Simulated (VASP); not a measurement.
Crystal: Te2Pt.

```xyz
3
Lattice="4.2155 0.0000 0.0000 -2.1077 3.6507 0.0000 0.0000 0.0000 5.2946" Properties=species:S:1:pos:R:3 pbc="T T T"
Te    0.0000    2.4338    1.3636
Te    2.1077    1.2169    3.9310
Pt    0.0000    0.0000    0.0000
```

This cell differs from its parent crystal: equal strain along all axes, cell held: +4.0 %.

```yaml
Program: VASP 6.6.1
Task: relaxation of the atoms
Functional: PBE
Dispersion: D3(BJ)
Potentials_or_basis: VASP PAW PBE potentials, release 64 (Te, Pt)
Cutoff: 450 eV
k_mesh: 12 × 12 × 8
Occupations: gaussian, width 0.1 eV
Spin: no spin polarisation
```

At the start: pressure -8.3 GPa; volume 27.16 Å³/atom.

Task: Where does the relaxation end?

Result: Over 4 steps the energy falls by 8.0 meV/atom at a fixed cell; space group P-3m1 (No. 164, to 0.1 Å) before and after.

Step by step:
```tsv
step	energy change (eV)	largest force (eV/Å)	pressure (GPa)
1	0.0000	0.4480	-8.25
2	-0.0156	0.2702	-7.63
3	-0.0240	0.0166	-6.74
4	-0.0240	0.0006	-6.68
```

Final structure:
```yaml
crystal:
  lattice:
    - [4.21548, 0.00000, 0.00000]
    - [-2.10774, 3.65071, 0.00000]
    - [0.00000, 0.00000, 5.29460]
  atoms:
    - { symbol: Te, position: [0.33333, 0.66667, 0.24769] }
    - { symbol: Te, position: [0.66667, 0.33333, 0.75231] }
    - { symbol: Pt, position: [0.00000, 0.00000, 0.00000] }
```

Caveat: the cell differs from its parent crystal (equal strain along all axes, cell held: +4.0 %).
